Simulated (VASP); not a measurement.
# PbS (Fm-3m) in VASP: further runs, part 2 of 2

VASP 6.6.1.

### 3 Single point, r2SCAN (volume scaled by 1.02)

File POSCAR:

```
PbS
1.0
    0.0000000000      3.0070027777      3.0070027777
    3.0070027777      0.0000000000      3.0070027777
    3.0070027777      3.0070027777      0.0000000000
Pb S
1 1
Direct
    0.5000000000      0.5000000000      0.5000000000
    0.0000000000      0.0000000000      0.0000000000
```

File INCAR.step1:

```
PREC     = Accurate       # precision mode
ENCUT    = 520            # plane-wave cutoff, eV
ISMEAR   = 0              # smearing method
SIGMA    = 0.05           # smearing width, eV
LREAL    = False          # projectors in reciprocal space
LASPH    = True           # aspherical terms in the spheres
NELM     = 60             # most SCF steps
NBANDS   = 17             # bands
GGA      = PE             # functional
ALGO     = Normal         # electronic algorithm
EDIFF    = 1E-4           # SCF threshold, eV
LWAVE    = True           # write WAVECAR
LCHARG   = False          # write CHGCAR
```

File INCAR.step2:

```
PREC     = Accurate       # precision mode
ENCUT    = 520            # plane-wave cutoff, eV
EDIFF    = 1E-6           # SCF threshold, eV
ISMEAR   = 0              # smearing method
SIGMA    = 0.05           # smearing width, eV
LREAL    = False          # projectors in reciprocal space
LASPH    = True           # aspherical terms in the spheres
NELM     = 60             # most SCF steps
ALGO     = Normal         # electronic algorithm
ISIF     = 2              # what is computed and relaxed
LWAVE    = False          # write WAVECAR
LCHARG   = False          # write CHGCAR
METAGGA  = R2SCAN         # meta-GGA
LMIXTAU  = True         
NBANDS   = 17             # bands
ISTART   = 1
```

File KPOINTS:

```
Automatic mesh
0
Gamma
  8 8 8
```

Potentials or basis: VASP PAW PBE potentials, release 64 (Pb_d, S).

On the command line:

```bash
$ cat potpaw_PBE.64/Pb_d/POTCAR potpaw_PBE.64/S/POTCAR > POTCAR
$ cp INCAR.step1 INCAR
$ mpirun -np 1 vasp_std > vasp.out
$ cp INCAR.step2 INCAR
$ mpirun -np 1 vasp_std > vasp.out
```

OUTCAR:

```text
PREC = Accurate
   ENCUT = 520
   EDIFF = 1E-6
   ISMEAR = 0
   LREAL = False
   LASPH = True
   NELM = 60
   ISIF = 2
   METAGGA = R2SCAN
   ISTART = 1

 ion  position               nearest neighbor table
   1  0.500  0.500  0.500-   2 3.01   2 3.01   2 3.01   2 3.01   2 3.01   2 3.01
   2  0.000  0.000  0.000-   1 3.01   1 3.01   1 3.01   1 3.01   1 3.01   1 3.01

  LATTYP: Found a face centered cubic cell.
 ALAT       =     6.0140055554

  Lattice vectors:

 A1 = (   0.0000000000,   3.0070027777,   3.0070027777)
 A2 = (   3.0070027777,   0.0000000000,   3.0070027777)
 A3 = (   3.0070027777,   3.0070027777,   0.0000000000)

Analysis of symmetry for initial positions (statically):
=====================================================================
 Subroutine PRICEL returns:
 Original cell was already a primitive cell.

 Routine SETGRP: Setting up the symmetry group for a
 face centered cubic supercell.

 Subroutine GETGRP returns: Found 48 space group operations
 (whereof 48 operations were pure point group operations)
 out of a pool of 48 trial point group operations.

[... 156 lines left out ...]
  ext. energy  EPLUGINS =         0.00000000
  ---------------------------------------------------
  free energy    TOTEN  =       -65.60876432 eV

  energy without entropy =      -65.60876432  energy(sigma->0) =      -65.60876432

 E-fermi :   5.3357     XC(G=0): -10.0469

 val. band max:        5.1176921139   @ k =   0.5000   0.0000   0.0000
 cond. band min:       5.8892806363   @ k =   0.5000   0.0000   0.0000
 fundamental gap:      0.7715885224
 Fermi energy:         5.3356530467

 k-point     1 :       0.0000    0.0000    0.0000
  band No.  band energies     occupation
      1     -12.2289      2.00000
      2     -12.2289      2.00000
      3     -12.2289      2.00000
      4     -12.2116      2.00000
      5     -12.2116      2.00000
      6      -8.6755      2.00000
[... 457 lines left out ...]
      4     -12.2039      2.00000
      5     -12.1861      2.00000
      6      -7.3184      2.00000
[... 9 lines left out ...]
     16      16.6023      0.00000
     17      16.9036      0.00000

 [... further k-points ...]
[... 5 lines left out ...]
  --------------------------------------------------------------------------------------
  -------------------------------------------------------------------------------------
  Total       -0.3813066     -0.3813066     -0.3813066     -0.0000000     -0.0000000      0.0000000
  in kB      -11.2344902    -11.2344902    -11.2344902     -0.0000000     -0.0000000      0.0000000
  external PRESSURE =     -11.2344902 kB  Pullay stress =       0.0000000 kB

 VOLUME and BASIS-vectors are now :
 -----------------------------------------------------------------------------
  energy-cutoff  :      520.00
  volume of cell :       54.38
      direct lattice vectors                 reciprocal lattice vectors
     0.000000000  3.007002778  3.007002778    -0.166278529  0.166278529  0.166278529
     3.007002778  0.000000000  3.007002778     0.166278529 -0.166278529  0.166278529
     3.007002778  3.007002778  0.000000000     0.166278529  0.166278529 -0.166278529

 POSITION                                       TOTAL-FORCE (eV/Angst)
 -----------------------------------------------------------------------------------
      3.00700      3.00700      3.00700        -0.000000     -0.000000      0.000000
      0.00000      0.00000      0.00000         0.000000      0.000000      0.000000
 -----------------------------------------------------------------------------------
    total drift:                                0.000000     -0.000000      0.000000

  FREE ENERGIE OF THE ION-ELECTRON SYSTEM (eV)
  ---------------------------------------------------
  free  energy   TOTEN  =       -65.6087643170 eV

  energy  without entropy=      -65.6087643170  energy(sigma->0) =      -65.60876432
```

OUTCAR.step1:

```text
PREC = Accurate
   ENCUT = 520
   ISMEAR = 0
   LREAL = False
   LASPH = True
[... 701 lines left out ...]
      3.00700      3.00700      3.00700        -0.000000      0.000000      0.000000
      0.00000      0.00000      0.00000         0.000000     -0.000000     -0.000000
 -----------------------------------------------------------------------------------
    total drift:                                0.000000     -0.000000      0.000000

  FREE ENERGIE OF THE ION-ELECTRON SYSTEM (eV)
  ---------------------------------------------------
  free  energy   TOTEN  =        -8.7698320362 eV

  energy  without entropy=       -8.7698320362  energy(sigma->0) =       -8.76983204
```

OSZICAR.step1:

```text
N       E                     dE             d eps       ncg     rms          rms(c)
DAV:   1     0.148450184311E+03    0.14845E+03   -0.98094E+03   986   0.123E+03
DAV:   2     0.250602502117E+01   -0.14594E+03   -0.14130E+03  1020   0.301E+02
DAV:   3    -0.900011597666E+01   -0.11506E+02   -0.11375E+02  1296   0.872E+01
DAV:   4    -0.928116191312E+01   -0.28105E+00   -0.28064E+00  1231   0.152E+01
DAV:   5    -0.929007698731E+01   -0.89151E-02   -0.89140E-02  1402   0.274E+00    0.433E+00
DAV:   6    -0.876473962726E+01    0.52534E+00   -0.15375E+00  1523   0.800E+00    0.306E+00
DAV:   7    -0.876639177134E+01   -0.16521E-02   -0.14498E-01  1151   0.187E+00    0.181E+00
DAV:   8    -0.877024421732E+01   -0.38524E-02   -0.17820E-02  1154   0.140E+00    0.339E-01
DAV:   9    -0.876960197583E+01    0.64224E-03   -0.40298E-03  1560   0.527E-01    0.929E-02
DAV:  10    -0.876982790883E+01   -0.22593E-03   -0.42024E-04  1070   0.115E-01    0.706E-02
DAV:  11    -0.876983203618E+01   -0.41273E-05   -0.60885E-05  1015   0.861E-02
   1 F= -.87698320E+01 E0= -.87698320E+01  d E =-.270405E-11
```

It took 42 s on 1 thread of Intel Xeon 6975P-C (Granite Rapids), shared host; peak memory 0.19 GiB.

Results:

```yaml
Free_energy: -65.6088 eV
Pressure: -1.1 GPa
Band_gap_on_the_k_mesh: 0.77 eV, direct
```

Levels at points of the mesh, in eV from the valence-band top:
```csv
k point,band 8,band 9,band 10,band 11,band 12,band 13
"(0.00, 0.00, 0.00)",-2.08,-2.08,-2.08,5.47,5.47,5.47
"(0.50, 0.00, 0.00)",-1.71,-1.71,0.00,0.77,2.32,2.32
"(0.50, 0.50, 0.00)",-4.98,-3.29,-3.29,4.37,5.90,5.97
```

Caveat: the PAW data sets were made with another functional, which shifts forces and pressure a little; spin-orbit coupling is left out, which moves the levels of the heavy elements.

### 4 Single point, r2SCAN (volume scaled by 1.04)

File POSCAR:

```
PbS
1.0
    0.0000000000      3.0265293169      3.0265293169
    3.0265293169      0.0000000000      3.0265293169
    3.0265293169      3.0265293169      0.0000000000
Pb S
1 1
Direct
    0.5000000000      0.5000000000      0.5000000000
    0.0000000000      0.0000000000      0.0000000000
```

File INCAR.step1:

```
  PREC = Accurate
  ENCUT = 520
  ISMEAR = 0
  SIGMA = 0.05
  LREAL = F
  LASPH = T
  NELM = 80
  NBANDS = 17
  GGA = PE
  ALGO = Normal
  EDIFF = 1E-4
  LWAVE = T
  LCHARG = F
```

File INCAR.step2:

```
  PREC = Accurate
  ENCUT = 520
  EDIFF = 1E-7
  ISMEAR = 0
  SIGMA = 0.05
  LREAL = F
  LASPH = T
  NELM = 80
  ALGO = Normal
  ISIF = 2
  LWAVE = F
  LCHARG = F
  METAGGA = R2SCAN
  LMIXTAU = T
  NBANDS = 17
  ISTART = 1
```

KPOINTS is that of step 3.

On the command line:

```bash
$ cat potpaw_PBE.64/Pb_d/POTCAR potpaw_PBE.64/S/POTCAR > POTCAR
$ cp INCAR.step1 INCAR
$ mpirun -np 1 vasp_std > vasp.out
$ cp INCAR.step2 INCAR
$ mpirun -np 1 vasp_std > vasp.out
```

It took 47 s on 1 thread of Intel Xeon 6975P-C (Granite Rapids), shared host; peak memory 0.19 GiB.

The run converged. Its results:

```yaml
Free_energy: -65.5984 eV
Pressure: -2.1 GPa
Band_gap_on_the_k_mesh: 0.84 eV, direct
```

Levels at points of the mesh, in eV from the valence-band top:
```csv
k point,band 8,band 9,band 10,band 11,band 12,band 13
"(0.00, 0.00, 0.00)",-1.96,-1.96,-1.96,5.43,5.43,5.43
"(0.50, 0.00, 0.00)",-1.60,-1.60,0.00,0.84,2.38,2.38
"(0.50, 0.50, 0.00)",-4.80,-3.15,-3.15,4.47,5.85,5.91
```

Caveat: the PAW data sets were made with another functional, which shifts forces and pressure a little; spin-orbit coupling is left out, which moves the levels of the heavy elements. A k mesh can miss the band edges.

### 5 Single point, revPBE+D3(BJ) (volume scaled by 0.96)

File INCAR:

```
SYSTEM = PbS
  ALGO = Normal
  EDIFF = 1E-6
  ENCUT = 520
  GGA = RE
  ISIF = 2
  ISMEAR = 0
  IVDW = 12
  LASPH = .True.
  LCHARG = .False.
  LREAL = .False.
  LWAVE = .False.
  NBANDS = 17
  NELM = 80
  PREC = Accurate
  SIGMA = 0.05
```

File KPOINTS:

```
k-points
0
Gamma
  8 8 8
  0 0 0
```

File POSCAR:

```
PbS
1.0
    0.0000000000      2.9187146192      2.9187146192
    2.9187146192      0.0000000000      2.9187146192
    2.9187146192      2.9187146192      0.0000000000
Pb S
1 1
Direct
    0.5000000000      0.5000000000      0.5000000000
    0.0000000000      0.0000000000      0.0000000000
```

On the command line:

```bash
$ cat potpaw_PBE.64/Pb_d/POTCAR potpaw_PBE.64/S/POTCAR > POTCAR
$ mpirun -np 1 vasp_std > vasp.out
```

It took 16 s on 1 thread of Intel Xeon 6975P-C, shared host; peak memory 0.19 GiB.

It converged, with:

- Free energy: -9.4275 eV
- Pressure: 2.4 GPa
- Band gap on the k mesh: 0.24 eV, direct
- Dispersion energy per atom: -0.680 eV

Levels at points of the mesh, in eV from the valence-band top:
```csv
k point,band 6,band 7,band 8,band 9,band 10,band 11,band 12,band 13,band 14,band 15
"(0.00, 0.00, 0.00)",-14.11,-5.98,-2.49,-2.49,-2.49,5.33,5.33,5.33,6.56,6.56
"(0.50, 0.00, 0.00)",-12.75,-9.19,-2.06,-2.06,0.00,0.24,1.82,1.82,8.76,9.96
"(0.50, 0.50, 0.00)",-12.23,-7.32,-5.67,-3.83,-3.83,3.64,5.73,5.85,5.85,11.11
```

Caveat: the PAW data sets were made with another functional, which shifts forces and pressure a little; spin-orbit coupling is left out, which moves the levels of the heavy elements. A k mesh can miss the band edges.

### 6 Overview

```tsv
level	cell	gap on the mesh (eV)	pressure (GPa)
r2SCAN	a = 4.225 Å, angles 60.0°, 2 atoms	0.70	0.0
r2SCAN	a = 4.253 Å, angles 60.0°, 2 atoms	0.77	-1.1
r2SCAN	a = 4.280 Å, angles 60.0°, 2 atoms	0.84	-2.1
revPBE+D3(BJ)	a = 4.128 Å, angles 60.0°, 2 atoms	0.24	2.4
```

Alike in all rows: task single point; potentials or basis VASP PAW PBE potentials, release 64 (Pb_d, S); no spin polarisation; k mesh 8 × 8 × 8; cutoff (eV) 520; smearing gaussian 0.05 eV.

Caveats: the PAW data sets were made with another functional, which shifts forces and pressure a little; spin-orbit coupling is left out, which moves the levels of the heavy elements.

Total energies depend on the potentials used, so only differences within one code and one set of settings carry meaning.
